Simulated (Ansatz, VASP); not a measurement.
**One calculation of PdPt2Se6, two programs**

```
Pd Pt Se
1.0
     3.75003    0.00000    0.00000
    -1.87502    3.24762    0.00000
     0.00000    0.00000   18.86590
Pd Pt Se
1 2 6
Direct
  0.00000 0.00000 0.00000
  0.00000 0.00000 0.32901
  0.00000 0.00000 0.67099
  0.33333 0.66667 0.06907
  0.33333 0.66667 0.39836
  0.33333 0.66667 0.74028
  0.66667 0.33333 0.25972
  0.66667 0.33333 0.60164
  0.66667 0.33333 0.93093
```

Alike in both runs: functional PBE; k mesh 12 × 12 × 2; occupations gaussian, width 0.02 eV; no spin polarisation.

Ansatz relaxed the structure, and its values are those at the end. VASP's run is a single point on that final structure, the one shown.

|  | VASP | Ansatz |
| --- | --- | --- |
| version | VASP 6.6.1 | Ansatz 0.2.0 |
| potentials or method | VASP PAW PBE potentials, release 64 (Pd, Pt, Se), cutoff 520 eV | scalar-relativistic, plane waves, PAW |
| valence electrons in the cell | 66 | 150 |

|  | VASP | Ansatz | Ansatz less VASP |
| --- | --- | --- | --- |
| gap on the k mesh at the Fermi level (eV) | 0.41 | 0.42 | +0.010 |
| least direct gap on the mesh (eV) | 0.74 | 0.75 | +0.009 |
| pressure (GPa) | 0.0 | 0.0 | +0.02 |

VASP's potentials hold 66 valence electrons a cell and Ansatz's 150, so a difference there can come from the potentials and not from the codes.

Neither program's run includes spin-orbit coupling.
